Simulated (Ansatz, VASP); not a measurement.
## Al2GaN3: VASP beside Ansatz

```
Al Ga N
1.0
     5.74321   -1.56788    0.00091
     5.74321    1.56788    0.00091
    -1.89621    0.00000    7.17535
Al Ga N
4 2 6
Direct
  0.94421 0.94421 0.38923
  0.88893 0.88893 0.77670
  0.22314 0.22314 0.44451
  0.55405 0.55405 0.11303
  0.27708 0.27708 0.05762
  0.60965 0.60965 0.72179
  0.14761 0.14761 0.18500
  0.48165 0.48165 0.85245
  0.81833 0.81833 0.51506
  0.76440 0.76440 0.90172
  0.09530 0.09530 0.56471
  0.43101 0.43101 0.24298
```

Alike in both runs: functional PBEsol; k mesh 8 × 8 × 4; occupations gaussian, width 0.02 eV; no spin polarisation.

Ansatz relaxed the structure, and its values are those at the end. VASP's run is a single point on that final structure, the one shown.

|  | VASP | Ansatz |
| --- | --- | --- |
| version | VASP 6.6.1 | Ansatz 0.2.0 |
| potentials or method | VASP PAW PBE potentials, release 64 (Al, Ga_d, N), cutoff 520 eV | scalar-relativistic, plane waves, PAW |
| valence electrons in the cell | 68 | 68 |

Ansatz gave:

```
gap on the k mesh at the Fermi level (eV) : 3.26
least direct gap on the mesh (eV)         : 3.26
pressure (GPa)                            : 0.0
rms of the force components (eV/Å)        : 0.001
```

Estimate VASP's values.

gap on the k mesh at the Fermi level (eV): 3.27; least direct gap on the mesh (eV): 3.27; pressure (GPa): -0.1; rms of the force components (eV/Å): 0.005.

VASP's potentials were made for PBE, not for PBEsol.
